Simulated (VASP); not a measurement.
# Ge in VASP: a series of runs

Ge is run at these levels: PBEsol; tasks: single point.

Everything below comes from runs of VASP 6.6.1. Logs are shortened: lines on timing, memory, paths and dates and some standing lists are left out, and cuts for length are marked.

**1. The cell of the first run**

Symmetry: C2/c, No. 15, monoclinic system. Conventional cell: a = 2.929 Å, b = 5.172 Å, c = 4.708 Å, α = 90.00°, β = 91.16°, γ = 90.00°. Within 3.8 Å of Ge (site symmetry 2) lie 14 Ge at 2.77 to 3.77 Å.

**2. Single point, PBEsol (strained and its atoms moved)**

Input file INCAR:

```
  PREC = Accurate
  ENCUT = 520
  EDIFF = 1E-6
  ISMEAR = 0
  SIGMA = 0.1
  LREAL = F
  LASPH = T
  NELM = 60
  ALGO = Normal
  ISIF = 2
  LWAVE = F
  LCHARG = F
  GGA = PS
  NBANDS = 21
```

Input file KPOINTS:

```
Automatic mesh
0
Gamma
  14 14 8
```

Input file POSCAR:

```
Ge
1.0
    1.4642291977     -2.5859973998     -0.0148805293
    1.4642291977      2.5859973998     -0.0148805293
   -0.0472759579      0.0000000000      4.7080708194
Ge
2
Direct
    0.7147286891      0.2852713109      0.2500000000
    0.2852713109      0.7147286891      0.7500000000
```

Potentials or basis: VASP PAW PBE potentials, release 64 (Ge_d).

Launch:

```console
$ cat potpaw_PBE.64/Ge_d/POTCAR > POTCAR
$ mpirun -np 1 vasp_std > vasp.out
```

OUTCAR:

```text
PREC = Accurate
   ENCUT = 520
   EDIFF = 1E-6
   ISMEAR = 0
   LREAL = F
   LASPH = T
   NELM = 60
   ISIF = 2
   GGA = PS

 ion  position               nearest neighbor table
   1  0.715  0.285  0.250-   2 2.77   2 2.77   2 2.82   2 2.82
   2  0.285  0.715  0.750-   1 2.77   1 2.77   1 2.82   1 2.82

  LATTYP: Found a base centered monoclinic cell.
 ALAT       =     2.9286096179
 B/A-ratio  =     1.7660239753
 C/A-ratio  =     1.6076940213
 COS(beta)  =    -0.0202021145

  Lattice vectors:

 A1 = (   1.4642291977,  -2.5859973998,  -0.0148805293)
 A2 = (   1.4642291977,   2.5859973998,  -0.0148805293)
 A3 = (  -0.0472759579,   0.0000000000,   4.7080708194)

Analysis of symmetry for initial positions (statically):
=====================================================================
 Subroutine PRICEL returns:
 Original cell was already a primitive cell.

 Routine SETGRP: Setting up the symmetry group for a
 base centered monoclinic supercell.

 Subroutine GETGRP returns: Found  4 space group operations
 (whereof  2 operations were pure point group operations)
 out of a pool of  4 trial point group operations.

The static configuration has the point symmetry S_2 .
 The point group associated with its full space group is C_2h.

Analysis of symmetry for dynamics (positions and initial velocities):
=====================================================================
 Subroutine PRICEL returns:
 Original cell was already a primitive cell.

 Routine SETGRP: Setting up the symmetry group for a
 base centered monoclinic supercell.

 Subroutine GETGRP returns: Found  4 space group operations
 (whereof  2 operations were pure point group operations)
 out of a pool of  4 trial point group operations.

The dynamic configuration has the point symmetry S_2 .
 The point group associated with its full space group is C_2h.

 Subroutine INISYM returns: Found  4 space group operations
 (whereof  2 operations are pure point group operations),
 and found     1 'primitive' translations

----------------------------------------------------------------------------------------

                                     Primitive cell

  volume of cell :      35.6505

  direct lattice vectors                    reciprocal lattice vectors
     1.464229198 -2.585997400 -0.014880529     0.341511445 -0.193348996  0.003429277
     1.464229198  2.585997400 -0.014880529     0.341511445  0.193348996  0.003429277
    -0.047275958  0.000000000  4.708070819     0.002158791  0.000000000  0.212422900

  length of vectors
     2.971795943  2.971795943  4.708308174     0.392461032  0.392461032  0.212433870

  position of ions in fractional coordinates (direct lattice)
     0.714728689  0.285271311  0.250000000
     0.285271311  0.714728689  0.750000000

  ion indices of the primitive-cell ions
   primitive index   ion index
                 1           1
                 2           2

----------------------------------------------------------------------------------------

 KPOINTS: Automatic mesh

Automatic generation of k-mesh.
 Grid dimensions read from file:
 generate k-points for:   14   14    8

 Generating k-lattice:

  Cartesian coordinates                     Fractional coordinates (reciprocal lattice)
     0.024393675 -0.013810643  0.000244948     0.071428571 -0.000000000  0.000000000
     0.024393675  0.013810643  0.000244948    -0.000000000  0.071428571  0.000000000
     0.000269849  0.000000000  0.026552863     0.000000000  0.000000000  0.125000000

  Length of vectors
     0.028032931  0.028032931  0.026554234

  Shift w.r.t. Gamma in fractional coordinates (k-lattice)
     0.000000000  0.000000000  0.000000000

 Subroutine IBZKPT returns following result:
 ===========================================

 Found    429 irreducible k-points:

 Following reciprocal coordinates:
            Coordinates               Weight
  0.000000  0.000000  0.000000      1.000000
  0.071429 -0.000000  0.000000      4.000000
  0.142857 -0.000000  0.000000      4.000000
  0.214286 -0.000000  0.000000      4.000000
  0.285714 -0.000000  0.000000      4.000000
  0.357143 -0.000000  0.000000      4.000000
[... 16 lines left out ...]
  0.214286  0.142857  0.000000      4.000000
  0.285714  0.142857  0.000000      4.000000
 [... further k-points ...]
   k-points           NKPTS =    429   k-points in BZ     NKDIM =    429   number of bands    NBANDS=     21
   number of dos      NEDOS =    301   number of ions     NIONS =      2
   total plane-waves  NPLWV =  20736
   dimension x,y,z NGX =    24 NGY =   24 NGZ =   36
   dimension x,y,z NGXF=    48 NGYF=   48 NGZF=   72
   ions per type =               2
   NGX,Y,Z   is equivalent  to a cutoff of  13.43, 13.43, 12.71 a.u.
   NGXF,Y,Z  is equivalent  to a cutoff of  26.85, 26.85, 25.42 a.u.
 SYSTEM =  unknown system
   PREC   = accura    normal or accurate (medium, high low for compatibility)
   ISTART =      0    job   : 0-new  1-cont  2-samecut
   ICHARG =      2    charge: 1-file 2-atom 10-const
   ISPIN  =      1    spin polarized calculation?
   LNONCOLLINEAR =      F non collinear calculations
   LSORBIT =      F    spin-orbit coupling
   LASPH  =      T    aspherical Exc in radial PAW
   ENCUT  =  520.0 eV  38.22 Ry    6.18 a.u.   5.53  5.53  8.75*2*pi/ulx,y,z
   NELM   =     60;   NELMIN=  2; NELMDL= -5     # of ELM steps
   EDIFF  = 0.1E-05   stopping-criterion for ELM
   LREAL  =      F    real-space projection
   EDIFFG = 0.1E-04   stopping-criterion for IOM
   NSW    =      0    number of steps for IOM
   IBRION =     -1    ionic relax: 0-MD 1-quasi-New 2-CG
   NFREE  =      0    steps in history (QN), initial steepest desc. (CG)
   ISIF   =      2    stress and relaxation
   ISYM   =      2    0-nonsym 1-usesym 2-fastsym
   POTIM  = 0.5000    time-step for ionic-motion
   TEBEG  =    0.0;   TEEND  =   0.0 temperature during run
   PSTRESS=    0.0 pullay stress
   NELECT =      28.0000    total number of electrons
   NUPDOWN=      -1.0000    fix difference up-down
   EMIN   =  10.00;   EMAX   =-10.00  energy-range for DOS
   EFERMI =   0.00;   METHOD = LEGACY
   ISMEAR =     0;   SIGMA  =   0.10  broadening in eV -4-tet -1-fermi 0-gaus
   EFERMI_NEDOS =   21; number of points for ismear=-14 and -15
   IALGO  =     38    algorithm
   IMIX   =      4    mixing-type and parameters
     AMIX     =   0.40;   BMIX     =  1.00
     AMIX_MAG =   1.60;   BMIX_MAG =  1.00
  volume/ion in A,a.u.               =      17.83       120.29
  Fermi-wavevector in a.u.,A,eV,Ry     =   1.510447  2.854331 31.041025  2.281451
  Thomas-Fermi vector in A             =   2.620636
   LORBIT       =      0    0 simple, 1 ext, 2 COOP (PROOUT), +10 PAW based schemes
   GGA     = PS    functional components
   LHFCALC =     F    Hartree Fock is set to
   AEXX    =    0.0000 exact exchange contribution
   IVDW    =     0    specifies the selected vdW correction
   LEPSILON=     F    determine dielectric tensor
   LRPA    =     F    only Hartree local field effects (RPA)
 non-spin polarized calculation
 Gauss-broadening in eV      SIGMA  =   0.10
  energy-cutoff  :      520.00
  volume of cell :       35.65
 maximum number of plane-waves:       990
 NGX is ok and might be reduce to    24
   NGX = 11   NGY = 11   NGZ = 17

 number of electron      28.0000019 magnetization

 Free energy of the ion-electron system (eV)
  ---------------------------------------------------
  ext. energy  EPLUGINS =         0.00000000
  ---------------------------------------------------
  free energy    TOTEN  =        -9.28409772 eV

  energy without entropy =       -9.27925844  energy(sigma->0) =       -9.28167808

 E-fermi :   7.2768     XC(G=0): -11.7183

 val. band max:        7.2731482700   @ k =  -0.2143   0.5000   0.2500
 cond. band min:       7.2818777019   @ k =   0.1429   0.1429   0.3750
 fundamental gap:      0.0087294320
 Fermi energy:         7.2767970896

 k-point     1 :       0.0000    0.0000    0.0000
  band No.  band energies     occupation
      1     -17.4354      2.00000
      2     -17.4332      2.00000
      3     -17.4144      2.00000
      4     -17.3955      2.00000
      5     -17.3718      2.00000
      6     -17.3714      2.00000
[... 13 lines left out ...]
     20      19.4520      0.00000
     21      20.5210      0.00000

 k-point     2 :       0.0714   -0.0000    0.0000
  band No.  band energies     occupation
      1     -17.4333      2.00000
      2     -17.4278      2.00000
      3     -17.4148      2.00000
      4     -17.3949      2.00000
      5     -17.3722      2.00000
      6     -17.3678      2.00000
[... 13 lines left out ...]
     20      19.8350      0.00000
     21      21.2798      0.00000

 k-point     3 :       0.1429   -0.0000    0.0000
  band No.  band energies     occupation
      1     -17.4296      2.00000
      2     -17.4164      2.00000
      3     -17.4129      2.00000
      4     -17.3940      2.00000
      5     -17.3715      2.00000
      6     -17.3566      2.00000
[... 13 lines left out ...]
     20      21.3561      0.00000
     21      21.5093      0.00000

 k-point     4 :       0.2143   -0.0000    0.0000
  band No.  band energies     occupation
      1     -17.4294      2.00000
      2     -17.4190      2.00000
      3     -17.3972      2.00000
      4     -17.3889      2.00000
      5     -17.3644      2.00000
      6     -17.3418      2.00000
[... 13 lines left out ...]
     20      20.6879      0.00000
     21      20.8210      0.00000

 k-point     5 :       0.2857   -0.0000    0.0000
  band No.  band energies     occupation
      1     -17.4344      2.00000
      2     -17.4213      2.00000
      3     -17.3978      2.00000
      4     -17.3687      2.00000
      5     -17.3495      2.00000
      6     -17.3487      2.00000
[... 13 lines left out ...]
     20      20.0674      0.00000
     21      20.1852      0.00000
[... 382 lines left out ...]
     20      20.5507      0.00000
     21      20.8295      0.00000

 k-point    22 :       0.1429    0.1429    0.0000
  band No.  band energies     occupation
      1     -17.4199      2.00000
      2     -17.4136      2.00000
      3     -17.3937      2.00000
      4     -17.3836      2.00000
      5     -17.3583      2.00000
      6     -17.3492      2.00000
[... 13 lines left out ...]
     20      19.2246      0.00000
     21      19.2360      0.00000

 k-point    23 :       0.2143    0.1429    0.0000
  band No.  band energies     occupation
      1     -17.4178      2.00000
      2     -17.4125      2.00000
      3     -17.3928      2.00000
      4     -17.3708      2.00000
      5     -17.3695      2.00000
      6     -17.3466      2.00000
[... 13 lines left out ...]
     20      18.4087      0.00000
     21      20.9456      0.00000

 k-point    24 :       0.2857    0.1429    0.0000
  band No.  band energies     occupation
      1     -17.4228      2.00000
      2     -17.4078      2.00000
      3     -17.3895      2.00000
      4     -17.3881      2.00000
      5     -17.3593      2.00000
      6     -17.3345      2.00000
[... 13 lines left out ...]
     20      17.8916      0.00000
     21      22.4179      0.00000

 [... further k-points ...]

------------------------ aborting loop because EDIFF is reached ----------------------------------------

  FORCE on cell =-STRESS in cart. coord.  units (eV):
  Direction    XX          YY          ZZ          XY          YZ          ZX
  --------------------------------------------------------------------------------------
  -------------------------------------------------------------------------------------
  Total        0.8634200     -0.2753983      1.4371521      0.0000000      0.0000000      0.0658541
  in kB       38.8031430    -12.3767322     64.5873577      0.0000000      0.0000000      2.9595634
  external PRESSURE =      30.3379228 kB  Pullay stress =       0.0000000 kB

 VOLUME and BASIS-vectors are now :
 -----------------------------------------------------------------------------
  energy-cutoff  :      520.00
  volume of cell :       35.65
      direct lattice vectors                 reciprocal lattice vectors
     1.464229198 -2.585997400 -0.014880529     0.341511445 -0.193348996  0.003429277
     1.464229198  2.585997400 -0.014880529     0.341511445  0.193348996  0.003429277
    -0.047275958  0.000000000  4.708070819     0.002158791  0.000000000  0.212422900

 POSITION                                       TOTAL-FORCE (eV/Angst)
 -----------------------------------------------------------------------------------
      1.45241     -1.11058      1.16214         0.000000      0.035692     -0.000000
      1.42877      1.11058      3.51617        -0.000000     -0.035692      0.000000
 -----------------------------------------------------------------------------------
    total drift:                                0.000000      0.000000      0.000000

  FREE ENERGIE OF THE ION-ELECTRON SYSTEM (eV)
  ---------------------------------------------------
  free  energy   TOTEN  =        -9.2840977189 eV

  energy  without entropy=       -9.2792584404  energy(sigma->0) =       -9.28167808
```

Run time: 73 s. Hardware: 1 thread of Intel Xeon 6975P-C (Granite Rapids), shared host; peak memory 0.35 GiB.

Results:

- Free energy: -9.2841 eV
- Pressure: 3.0 GPa
- Largest force: 0.036 eV/Å
- Band gap on the k mesh: zero (bands 14 and 15 overlap by 9.45 eV)

Forces on the atoms (eV/Å):
```
Ge   0.000  0.036  0.000
Ge   0.000 -0.036  0.000
```

Caveat: the cell differs from its parent crystal (strained and its atoms moved); the cell stands under pressure; the PAW data sets were made with another functional, which shifts forces and pressure a little.

[end of part 1 of 2]
